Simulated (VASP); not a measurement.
Here is a VASP 6.6.1 calculation.

INCAR

```
  PREC = Accurate
  ENCUT = 520
  EDIFF = 1E-6
  ISMEAR = 0
  SIGMA = 0.15
  LREAL = F
  LASPH = T
  NELM = 100
  ALGO = Fast
  ISIF = 2
  LWAVE = F
  LCHARG = F
  GGA = PS
  NBANDS = 18
```

File KPOINTS:

```
Automatic mesh
0
Gamma
  26 26 24
```

The input POSCAR:

```
Cu
1.0
    1.2147975457     -3.9598457492      0.0000000000
    1.2147975457      3.9598457492      0.0000000000
    0.0000000000      0.0000000000      2.4677050569
Cu
2
Direct
    0.1338530444      0.8661469556      0.2500000000
    0.8661469556      0.1338530444      0.7500000000
```

Potentials or basis: VASP PAW PBE potentials, release 64 (Cu).

Run with:

```sh
$ cat potpaw_PBE.64/Cu/POTCAR > POTCAR
$ mpirun -np 1 vasp_std > vasp.out
```

(1) Predict the pressure.

(2) What does it give for the band gap on the k mesh?

(3) Estimate the largest force.

Results:

(1) 1.1 GPa.

(2) zero (bands 11 and 12 overlap by 5.62 eV).

(3) 0.006 eV/Å.

Caveat: the PAW data sets were made with another functional, which shifts forces and pressure a little.
